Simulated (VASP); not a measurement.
The system is InSb5.

```
In Sb
1.0
     3.53250    0.00000    0.00000
     0.00000    3.53250    0.00000
     0.00000    0.00000   14.96354
In Sb
1 5
Cartesian
  1.7662 1.7662 0.0000
  1.7662 1.7662 5.0050
  1.7662 1.7662 9.9585
  0.0000 0.0000 2.6334
  0.0000 0.0000 12.3302
  0.0000 0.0000 7.4818
```

The cell was built from a structure type or drawn by symmetry, and may not be a known phase.

* Program: VASP 6.6.1
* Task: relaxation of cell and atoms
* Functional: PBE
* Potentials or basis: VASP PAW PBE potentials, release 64 (In_d, Sb)
* Cutoff: 600 eV
* k mesh: 6 × 6 × 1
* Occupations: gaussian, width 0.1 eV
* Spin: no spin polarisation

At the start: pressure -5.4 GPa; volume 31.12 Å³/atom.

Q: Where does the relaxation end?

A: Over 9 steps the energy falls by 78.3 meV/atom and the volume is 27.07 Å³/atom (-13.0 %); space group P4/mmm (No. 123, to 0.1 Å) before and after.

Step by step:
```tsv
step	energy change (eV)	largest force (eV/Å)	pressure (GPa)	volume (Å³)
1	0.0000	0.0994	-5.40	186.72
2	-0.4388	0.2697	1.36	159.78
3	-0.4538	0.2086	0.02	163.34
4	-0.4536	0.2019	-0.14	163.79
5	-0.4583	0.1742	-0.14	163.65
6	-0.4667	0.0937	-0.12	163.23
7	-0.4591	0.1464	0.10	162.37
8	-0.4679	0.0520	-0.07	163.00
9	-0.4697	0.0350	0.11	162.41
```

Final structure:
```yaml
crystal:
  lattice:
    - [3.38081, 0.00000, 0.00000]
    - [0.00000, 3.38081, 0.00000]
    - [0.00000, 0.00000, 14.20883]
  atoms:
    - { symbol: In, position: [0.50000, 0.50000, 0.00000] }
    - { symbol: Sb, position: [0.50000, 0.50000, 0.33624] }
    - { symbol: Sb, position: [0.50000, 0.50000, 0.66376] }
    - { symbol: Sb, position: [0.00000, 0.00000, 0.17178] }
    - { symbol: Sb, position: [0.00000, 0.00000, 0.82822] }
    - { symbol: Sb, position: [0.00000, 0.00000, 0.50000] }
```

Caveat: the k points lie up to 0.44 Å⁻¹ apart in the final cell; the highest band is partly filled, so the run has too few bands.
